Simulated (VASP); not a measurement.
The system is SrCl2.

```
Sr Cl
1.0
     2.45672    1.41839    4.01532
    -2.45672    1.41839    4.01532
     0.00000   -2.83678    4.01532
Sr Cl
1 2
Direct
  0.00000 0.00000 0.00000
  0.24995 0.24995 0.24995
  0.75005 0.75005 0.75005
```

Program: VASP 6.6.1. Alike in all runs: task single point; no spin polarisation; cell as given; smearing gaussian 0.01 eV.

Q: Order these runs on this cell by their pressure, lowest first.
A. level PBE; potentials or basis VASP PAW PBE potentials, release 64 (Sr_sv, Cl); k mesh 2 × 2 × 2; cutoff (eV) 500
B. level LDA; potentials or basis VASP PAW LDA potentials, release 64 (Sr_sv, Cl); k mesh 4 × 4 × 4; cutoff (eV) 500
C. level r2SCAN; potentials or basis VASP PAW PBE potentials, release 64 (Sr_sv, Cl); k mesh 8 × 8 × 1; cutoff (eV) 550

A: B (-2.4 GPa), C (0.1 GPa), A (1.8 GPa).

Caveats: some runs use coarse meshes; the PAW data sets were made with another functional, which shifts forces and pressure a little (at least some runs).
